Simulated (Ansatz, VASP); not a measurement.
**Ir: VASP beside Ansatz**

The input POSCAR:

```
Ir
1.0
    0.0000000000      1.9156000000      1.9156000000
    1.9156000000      0.0000000000      1.9156000000
    1.9156000000      1.9156000000      0.0000000000
Ir
1
Direct
    0.0000000000      0.0000000000      0.0000000000
```

Contents of INCAR.step1:

```
ALGO = Normal
EDIFF = 1E-4
ENCUT = 600
GGA = PE
ISMEAR = -1
LASPH = True
LCHARG = False
LREAL = False
LWAVE = True
NELM = 60
PREC = Accurate
SIGMA = 0.05
```

File INCAR.step2:

```
ALGO = Normal
EDIFF = 1E-6
EDIFFG = -0.01
ENCUT = 600
IBRION = 2
ISIF = 3
ISMEAR = -1
ISTART = 1
LASPH = True
LCHARG = False
LMIXTAU = True
LREAL = False
LWAVE = False
METAGGA = R2SCAN
NELM = 60
NSW = 60
PREC = Accurate
SIGMA = 0.05
```

Contents of KPOINTS:

```
k-points
0
Gamma
  12 12 12
```

File input.yaml:

```yaml
crystal:
  lattice:
    - [0.0, 1.9156, 1.9156]
    - [1.9156, 0.0, 1.9156]
    - [1.9156, 1.9156, 0.0]
  atoms:
    - { symbol: Ir, position: [0.0, 0.0, 0.0] }
hamiltonian:
  xc: r2scan
  pseudopotentials: { kind: paw }
kpoints:
  mp_grid: { grid: [12, 12, 12] }
scf:
  occupations: { method: fermi_dirac, width: 0.05 }
output:
  forces: true
  stress: true
  eigenvalues: true
relax:
  f_tol: 0.01
  max_steps: 40
  cell: { stress_tol: 0.05 }
```

Alike in both runs: task relaxation of cell and atoms; functional r2SCAN; k mesh 12 × 12 × 12; occupations fermi-dirac, width 0.05 eV; no spin polarisation.

|  | VASP | Ansatz |
| --- | --- | --- |
| version | VASP 6.6.1 | Ansatz 0.2.0 |
| potentials or method | VASP PAW PBE potentials, release 64 (Ir) | Ansatz PAW |
| plane-wave cutoff (eV) | 600 | 500 |
| valence electrons in the cell | 9 | 17 |

Ansatz gave:

| Item | Value |
| --- | --- |
| gap on the k mesh at the Fermi level, each at its own relaxed structure (eV) | none |
| relaxed volume (Å³/atom) | 14.19 |
| relaxed cell length with the largest relative difference (Å) | 2.717 |

**Question.** What did VASP give for the same quantities?

**Answer.** gap on the k mesh at the Fermi level, each at its own relaxed structure (eV): none; relaxed volume (Å³/atom): 14.28; relaxed cell length with the largest relative difference (Å): 2.723.

VASP's potentials were made for PBE, not for r2SCAN. A gap of «none» marks a metal or a gap that the smearing closes. VASP's potentials hold 9 valence electrons a cell and Ansatz's 17, so a difference there can come from the potentials and not from the codes.

Spin-orbit coupling is off throughout. Noted on Ansatz's run: the plane-wave basis is chosen anew once the cell has moved, so the energies of steps on either side of that aren't comparable.
